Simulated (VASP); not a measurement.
Runs of VASP 6.6.1 on Ti. The structure is that of space group Fm-3m (No. 225), or close to it. The cells are those of the table. 

```csv
cell,further INCAR settings,gap on the mesh (eV),pressure (GPa)
"a = 2.821 Å, angles 120.9, 120.9, 88.4°, 1 atom",ALGO = Fast; EDIFF = 1e-06; NBANDS = 12,none,7.7
"a = 2.873 Å, angles 120.9, 120.9, 88.4°, 1 atom",ALGO = Fast; EDIFF = 1e-06; NBANDS = 12,none,(a)
"a = 2.711 Å, angles 120.9, 120.9, 88.4°, 1 atom",ALGO = Fast; EDIFF = 1e-06; NBANDS = 12,none,27.7
"a = 2.767 Å, angles 120.9, 120.9, 88.4°, 1 atom",ALGO = Fast; EDIFF = 1e-07; NBANDS = 12,none,16.5
"a = 2.923 Å, angles 120.9, 120.9, 88.4°, 1 atom",ALGO = Fast; EDIFF = 1e-06; NBANDS = 12,none,-4.8
"a = 2.972 Å, angles 120.9, 120.9, 88.4°, 1 atom",ALGO = Fast; EDIFF = 1e-07; NBANDS = 12,none,(b)
"a = 3.019 Å, angles 120.9, 120.9, 88.4°, 1 atom",ALGO = Fast; EDIFF = 1e-07; NBANDS = 12,none,-12.6
```

Alike in all rows: task single point; level PBEsol; potentials or basis VASP PAW PBE potentials, release 64 (Ti_sv); no spin polarisation; k mesh 22 × 22 × 22; cutoff (eV) 520; smearing gaussian 0.15 eV.

**Question.** Estimate the missing entries.

**Answer.** (a) 0.8; (b) -9.1.

Caveats: the PAW data sets were made with another functional, which shifts forces and pressure a little.

A gap of «none» marks levels without a gap at the run's occupations.
